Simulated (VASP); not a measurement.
Wanted: the native input for a VASP 6.6.1 run.

```
Task                   : single point
Functional             : PBE
Potentials or basis    : VASP PAW PBE potentials, release 64 (W_sv, S)
Cutoff                 : 520 eV
k mesh                 : 16 × 16 × 4
Occupations            : fermi-dirac, width 0.02 eV
Spin                   : collinear spin
Starting moments       : [2.0, 2.0, 0.0, 0.0, 0.0, 0.0] μB
Dipole correction      : no
Further INCAR settings : ALGO = Normal; EDIFF = 1e-06; NBANDS = 39
```

The structure of WS2 lies in POSCAR:

```
WS2
1.0
    3.1740827278      0.0000000000      0.0000000000
   -1.5870413639      2.7488362760      0.0000000000
    0.0000000000      0.0000000000     12.4046116499
W S
2 4
Direct
    0.3333333333      0.6666666667      0.2500000000
    0.6666666667      0.3333333333      0.7500000000
    0.3333333333      0.6666666667      0.6234309742
    0.6666666667      0.3333333333      0.1234309742
    0.3333333333      0.6666666667      0.8765690258
    0.6666666667      0.3333333333      0.3765690258
```

The input as run:

INCAR

```
PREC     = Accurate       # precision mode
ENCUT    = 520            # plane-wave cutoff, eV
EDIFF    = 1E-6           # SCF threshold, eV
ISMEAR   = -1             # smearing method
SIGMA    = 0.02           # smearing width, eV
LREAL    = False          # projectors in reciprocal space
LASPH    = True           # aspherical terms in the spheres
NELM     = 150            # most SCF steps
ALGO     = Normal         # electronic algorithm
ISIF     = 2              # what is computed and relaxed
LWAVE    = False          # write WAVECAR
LCHARG   = False          # write CHGCAR
ISPIN    = 2              # spin polarisation
MAGMOM   = 2 2 0 0 0 0    # initial moments
LORBIT   = 11             # projections on sites
LMAXMIX  = 4              # l up to which the mixer works
GGA      = PE             # functional
NBANDS   = 39             # bands
```

KPOINTS

```
Automatic mesh
0
Gamma
  16 16 4
```

Potentials or basis: VASP PAW PBE potentials, release 64 (W_sv, S).

Run with:

```sh
$ cat potpaw_PBE.64/W_sv/POTCAR potpaw_PBE.64/S/POTCAR > POTCAR
$ mpirun -np 1 vasp_std > vasp.out
```

Results of the run:

```json
{"Pressure": "2.2 GPa", "Largest force": "0.005 eV/Å", "Band gap on the k mesh": "1.04 eV (least direct gap 1.92 eV)", "Net moment": "0.00 μB per cell", "Valence electrons inside the program's atomic spheres": "W 12.02; S 3.72"}
```

Caveat: spin-orbit coupling is left out, which moves the levels of the heavy elements; this functional lacks dispersion, which binds the layers, so the pressure and a relaxed spacing across them are unreliable.

Wall time 22 min on 1 thread of Oxide Virtual Turin-like Processor (shared host), peak memory 0.58 GiB.
